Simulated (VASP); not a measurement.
Wanted: the native input for a VASP 6.6.1 run.

- Task: single point
- Functional: PBE
- Potentials or basis: VASP PAW PBE potentials, release 64 (B, As)
- Cutoff: 520 eV
- k mesh: 6 × 6 × 6
- Occupations: gaussian, width 0.1 eV
- Spin: no spin polarisation
- Dipole correction: no
- Further INCAR settings: ALGO = Normal; EDIFF = 1e-07; NBANDS = 15

The structure of B3As lies in POSCAR:

```
B3As
1.0
    0.0000000000      3.0142193300      3.0142193300
    3.0142193300      0.0000000000      3.0142193300
    3.0142193300      3.0142193300      0.0000000000
B As
3 1
Direct
    0.2500000000      0.2500000000      0.2500000000
    0.7500000000      0.7500000000      0.7500000000
    0.5000000000      0.5000000000      0.5000000000
    0.0000000000      0.0000000000      0.0000000000
```

These files were run (other wordings do the same):

INCAR

```
SYSTEM = B3As
ALGO = Normal
EDIFF = 1E-7
ENCUT = 520
GGA = PE
ISIF = 2
ISMEAR = 0
LASPH = .True.
LCHARG = .True.
LELF = .True.
LREAL = .False.
LVHAR = .True.
LWAVE = .False.
NBANDS = 15
NELM = 80
PREC = Accurate
SIGMA = 0.1
```

KPOINTS

```
k-points
0
Gamma
  6 6 6
  0 0 0
```

Potentials or basis: VASP PAW PBE potentials, release 64 (B, As).

Run with:

```sh
$ cat potpaw_PBE.64/B/POTCAR potpaw_PBE.64/As/POTCAR > POTCAR
$ mpirun -np 1 vasp_std > vasp.out
```

It gave:

| Quantity | Value |
| --- | --- |
| Pressure | -21.5 GPa |
| Band gap on the k mesh | zero (band 7 reaches 7.48 eV, above the bottom of band 8 at 2.48 eV) |

Wall time 14 s on 1 thread of Intel Xeon 8259CL, with other jobs on the host, peak memory 0.18 GiB.
